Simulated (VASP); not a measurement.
Here is a VASP 6.6.1 calculation.

INCAR

```
SYSTEM = Al3Ni2
PREC = Accurate ; ENCUT = 520
EDIFF = 1E-7 ; ISMEAR = 0
SIGMA = 0.15 ; LREAL = .False.
LASPH = .True. ; NELM = 60
ALGO = Fast ; ISIF = 2
LWAVE = .False. ; LCHARG = .True.
GGA = PS ; LELF = .True.
LVHAR = .True. ; NBANDS = 22
```

The input KPOINTS:

```
Automatic mesh
0
Gamma
  12 12 10
  0 0 0
```

Contents of POSCAR:

```
Al3Ni2
1.0
    4.3534143567      0.0000000000      0.0000000000
   -2.1767071784      3.7701674261      0.0000000000
    0.0000000000      0.0000000000      4.8594646093
Al Ni
3 2
Direct
    0.0000000000      0.0000000000      0.0000000000
    0.3333333333      0.6666666667      0.6477829058
    0.6666666667      0.3333333333      0.3522170942
    0.3333333333      0.6666666667      0.1455709071
    0.6666666667      0.3333333333      0.8544290929
```

Potentials or basis: VASP PAW PBE potentials, release 64 (Al, Ni).

Command:

```console
$ cat potpaw_PBE.64/Al/POTCAR potpaw_PBE.64/Ni/POTCAR > POTCAR
$ mpirun -np 1 vasp_std > vasp.out
```

Question: Estimate the band gap on the k mesh.

Answer: Zero (an odd number of electrons rules out a gap without spin polarisation).

Question: Predict the pressure.

Answer: -15.4 GPa.

Forces in eV/Å, atoms in the order of the input:
```
Al   0.000  0.000  0.000
Al   0.000  0.000  0.061
Al   0.000  0.000 -0.061
Ni   0.000  0.000 -0.199
Ni   0.000  0.000  0.199
```

Caveat: the cell differs from its parent crystal (strain +0.0875 x Voigt [1, 1, 0, 0, 0, 0]); the stress differs along the axes, from -20 to -7 GPa; the PAW data sets were made with another functional, which shifts forces and pressure a little. Spin polarisation is off, so any magnetic state and its effect on volume and gap are missing.
